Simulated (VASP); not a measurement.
Set up this calculation in VASP 6.6.1, as the native input.

| Property | Result |
| --- | --- |
| Task | relaxation of cell and atoms |
| Functional | PBE |
| Potentials or basis | VASP PAW PBE potentials, release 64 (Pt, Se) |
| Cutoff | 600 eV |
| k mesh | 9 × 9 × 4 |
| Occupations | gaussian, width 0.02 eV |
| Spin | no spin polarisation |
| Dipole correction | no |
| Further INCAR settings | ALGO = Normal; EDIFF = 1e-06; IBRION = 2; EDIFFG = -0.002; NSW = 100; ISIF = 3 |

The structure of PtSe2 (nod) lies in POSCAR:

```
PtSe2
1.0
    3.7514996106      0.0000000000      0.0000000000
   -1.8757498053      3.2488939651      0.0000000000
    0.0000000000      0.0000000000      6.5224041759
Pt Se
1 2
Direct
    0.0000000000      0.0000000000      0.0000000000
    0.3333333333      0.6666666667      0.2003479045
    0.6666666667      0.3333333333      0.7996520955
```

The input as run:

INCAR

```
SYSTEM = PtSe2
PREC = Accurate ; ENCUT = 600
EDIFF = 1E-6 ; ISMEAR = 0
SIGMA = 0.02 ; LREAL = .FALSE.
LASPH = .TRUE. ; NELM = 100
ALGO = Normal ; ISIF = 3
LWAVE = .FALSE. ; LCHARG = .FALSE.
GGA = PE ; IBRION = 2
NSW = 100 ; EDIFFG = -0.002
```

KPOINTS

```
Automatic mesh
0
G
  9 9 4
  0 0 0
```

Potentials or basis: VASP PAW PBE potentials, release 64 (Pt, Se).

The run is started by

```console
$ cat potpaw_PBE.64/Pt/POTCAR potpaw_PBE.64/Se/POTCAR > POTCAR
$ mpirun -np 1 vasp_std > vasp.out
```

Results of the run:

```json
{
 "Relaxed volume": "26.49 Å³/atom",
 "Relaxed cell": "a = 3.751 Å, b = 3.751 Å, c = 6.522 Å, α = 90.00°, β = 90.00°, γ = 120.00°",
 "Space group after relaxing (to 0.05 Å)": "P-3m1 (No. 164)",
 "Energy gained by relaxing": "0.0 meV/atom",
 "Ionic steps": "3",
 "Pressure after relaxing": "0.0 GPa",
 "Band gap on the k mesh": "0.90 eV, indirect (least direct gap 1.03 eV)"
}
```

Caveat: spin-orbit coupling is left out, which moves the levels of the heavy elements; this functional lacks dispersion, which binds the layers, so the pressure and a relaxed spacing across them are unreliable.

It took 100 s on 1 thread of Intel(R) Xeon(R) Platinum 8488C (Sapphire Rapids) (shared host), peak memory 0.26 GiB.
